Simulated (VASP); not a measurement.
Runs of VASP 6.6.1 on GaPbI3. The structure is that of space group Pm-3m (No. 221), or close to it. The cells are those of the table. The cell was built from a structure type or drawn by symmetry, and may not be a known phase.

| task | cell | cutoff (eV) | smearing | gap on the mesh (eV) | pressure (GPa) | relaxed volume (Å³/atom) |
| --- | --- | --- | --- | --- | --- | --- |
| relaxation of cell and atoms | relaxed from a = 6.300 Å, 5 atoms | 600 | gaussian 0.02 eV | 1.27 | 0.0 | 50.66 |
| single point | a = 5.745 Å, 5 atoms | 520 | gaussian 0.1 eV | (a) | (b) | - |
| relaxation of cell and atoms | relaxed from a = 5.745 Å, 5 atoms | 600 | gaussian 0.1 eV | 1.27 | 0.0 | 50.78 |
| single point | a = 6.300 Å, 5 atoms | 520 | gaussian 0.1 eV | 1.22 | 0.2 | - |
| single point | a = 6.328 Å, 5 atoms | 520 | gaussian 0.02 eV | 1.27 | 0.0 | - |

Alike in all rows: level PBE; potentials or basis VASP PAW PBE potentials, release 64 (Ga_d, Pb_d, I); no spin polarisation; k mesh 4 × 4 × 4.

Task: Estimate the missing entries.

Result: (a) none; (b) 8.4.

Caveats: spin-orbit coupling is left out, which moves the levels of the heavy elements; the cell stands under pressure (at least some runs); the volume moved by over 15 % at a fixed basis, so the end points are rough (at least some runs).

A k mesh can miss the band edges, and the runs leave out spin-orbit coupling on Ga, I, Pb.
